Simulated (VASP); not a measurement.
BaTe, 2 atoms in the cell. The typed cell holds 2 atoms: a = 5.439 Å, b = 5.510 Å, c = 5.490 Å, α = 61.68°, β = 61.38°, γ = 60.38°.  This cell differs from its parent crystal: atoms moved at random and the cell strained at random.

| Quantity | Value |
| --- | --- |
| Program | VASP 6.6.1 |
| Task | single point |
| Functional | PBE |
| Potentials or basis | VASP PAW PBE potentials, release 64 (Ba_sv, Te) |
| Cutoff | 520 eV |
| k mesh | 8 × 8 × 8 |
| Occupations | gaussian, width 0.05 eV |
| Spin | no spin polarisation |
| Dipole correction | no |
| Further INCAR settings | ALGO = Normal; EDIFF = 1e-07; NBANDS = 15 |

Potentials or basis: VASP PAW PBE potentials, release 64 (Ba_sv, Te).

Command:

```console
$ cat potpaw_PBE.64/Ba_sv/POTCAR potpaw_PBE.64/Te/POTCAR > POTCAR
$ mpirun -np 1 vasp_std > vasp.out
```

Hardware: 1 thread of Intel(R) Xeon(R) 6975P-C (Granite Rapids) (shared host).

Question: How long does it take, and how much memory?

Answer: Run time: 4.3 min on 1 thread of Intel(R) Xeon(R) 6975P-C (Granite Rapids), with other jobs on the host, peak memory 0.63 GiB. Counts: scf iterations 16, k points 260.
